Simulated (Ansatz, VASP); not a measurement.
## SrTiO3 in VASP and in Ansatz

```
CELL_PARAMETERS angstrom
3.94713 0.00000 0.00000
0.00000 3.94713 0.00000
0.00000 0.00000 3.94713
ATOMIC_POSITIONS crystal
Sr 0.00000 0.00000 0.00000
Ti 0.50000 0.50000 0.50000
O 0.50000 0.00000 0.50000
O 0.50000 0.50000 0.00000
O 0.00000 0.50000 0.50000
```

Alike in both runs: functional PBE; k mesh 8 × 8 × 8; occupations gaussian, width 0.02 eV; no spin polarisation; Hubbard terms Ti d U = 4.0 eV.

Ansatz relaxed the structure, and its values are those at the end. VASP's run is a single point on that final structure, the one shown.

|  | VASP | Ansatz |
| --- | --- | --- |
| version | VASP 6.6.1 | Ansatz 0.2.0 |
| potentials or method | VASP PAW PBE potentials, release 64 (Sr_sv, Ti_sv, O_h), cutoff 910 eV | scalar-relativistic, plane waves, PAW |
| valence electrons in the cell | 40 | 40 |

|  | VASP | Ansatz | Ansatz less VASP |
| --- | --- | --- | --- |
| gap on the k mesh at the Fermi level (eV) | 2.31 | 2.30 | -0.016 |
| least direct gap on the mesh (eV) | 2.74 | 2.72 | -0.018 |

The programs project onto different local orbitals, so the same U acts differently, and such runs can settle in different states.

Noted on VASP's run: the cutoff is short for stress, so the pressure is rough.
